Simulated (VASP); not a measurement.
The system is Ir.

```xyz
2
Lattice="2.6633 0.0000 0.0000 -1.3317 2.3065 0.0000 0.0000 0.0000 4.3181" Properties=species:S:1:pos:R:3 pbc="T T T"
Ir    1.3317    0.7688    3.2386
Ir    0.0000    1.5377    1.0795
```

This isn't the form of Ir at room conditions, which is fcc.

Base run:

```yaml
Program: VASP 6.6.1
Functional: PBEsol
Potentials_or_basis: VASP PAW PBE potentials, release 64 (Ir)
Cutoff: 520 eV
k_mesh: 21 × 21 × 12
Occupations: gaussian, width 0.15 eV
Spin: collinear spin
Starting_moments: "[0.8, 0.8] μB"
Fixed_moment: 1.6 μB
```

Its results: pressure 35.9 GPa; site moments Ir +0.78 μB.

Question: The run is repeated on the same cell with these changes: fixed moment from 1.6 μB to 0.4 μB; moments at the start from [0.8, 0.8] to [0.2, 0.2]. What comes out?

Answer: Pressure 29.9 GPa; site moments Ir +0.19 μB.

Caveats: the cell stands under pressure; the PAW data sets were made with another functional, which shifts forces and pressure a little; the total moment is fixed, so each spin has its own Fermi level.
